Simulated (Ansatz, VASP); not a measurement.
ZnS: VASP beside Ansatz

The input INCAR:

```
SYSTEM = ZnS
PREC = Accurate
ENCUT = 520
EDIFF = 1E-7
ISMEAR = 0
SIGMA = 0.05
LREAL = .False.
LASPH = .True.
NELM = 80
ALGO = Normal
ISIF = 2
LWAVE = .False.
LCHARG = .False.
GGA = PE
NBANDS = 26
```

The input KPOINTS:

```
Automatic mesh
0
Gamma
  9 9 4
  0 0 0
```

POSCAR

```
ZnS
1.0
    4.0333996051      0.0000000000      0.0000000000
   -2.0166998025      3.4930265216      0.0000000000
    0.0000000000      0.0000000000      5.7302508189
Zn S
2 2
Direct
    0.3333333333      0.6666666667      0.0052003725
    0.6666666667      0.3333333333      0.5052003725
    0.3333333333      0.6666666667      0.3665852179
    0.6666666667      0.3333333333      0.8665852179
```

Input for Ansatz:

```yaml
crystal:
  lattice:
    - [4.0333996051, 0.0, 0.0]
    - [-2.0166998025, 3.4930265216, 0.0]
    - [0.0, 0.0, 5.7302508189]
  atoms:
    - { symbol: Zn, position: [0.3333333333, 0.6666666667, 0.0052003725] }
    - { symbol: Zn, position: [0.6666666667, 0.3333333333, 0.5052003725] }
    - { symbol: S, position: [0.3333333333, 0.6666666667, 0.3665852179] }
    - { symbol: S, position: [0.6666666667, 0.3333333333, 0.8665852179] }
basis:
  ecutwfc: 520.0
kpoints:
  mp_grid: { grid: [9, 9, 4] }
hamiltonian:
  xc: pbe
scf:
  occupations: { method: gaussian, width: 0.05 }
output:
  forces: true
  stress: true
  eigenvalues: true
  write_density: true
  write_potential: true
  elf: true
  volumetric_format: npy
```

Alike in both runs: task single point; functional PBE; k mesh 9 × 9 × 4; occupations gaussian, width 0.05 eV; no spin polarisation.

|  | VASP | Ansatz |
| --- | --- | --- |
| version | VASP 6.6.1 | Ansatz 0.2.0 |
| potentials or method | VASP PAW PBE potentials, release 64 (Zn, S), cutoff 520 eV | scalar-relativistic, plane waves, PAW |
| valence electrons in the cell | 36 | 36 |

|  | VASP | Ansatz | Ansatz less VASP |
| --- | --- | --- | --- |
| gap on the k mesh at the Fermi level (eV) | 2.13 | 2.12 | -0.001 |
| least direct gap on the mesh (eV) | 2.13 | 2.12 | -0.001 |
| pressure (GPa) | 5.3 | 5.1 | -0.14 |
| traceless stress, the component that is largest in VASP (GPa) | 20.60 | 20.52 | -0.073 |
| rms of the force components (eV/Å) | 1.516 | 1.509 | -0.0071 |

Atom by atom the forces differ by 0.007 eV/Å (rms over components).
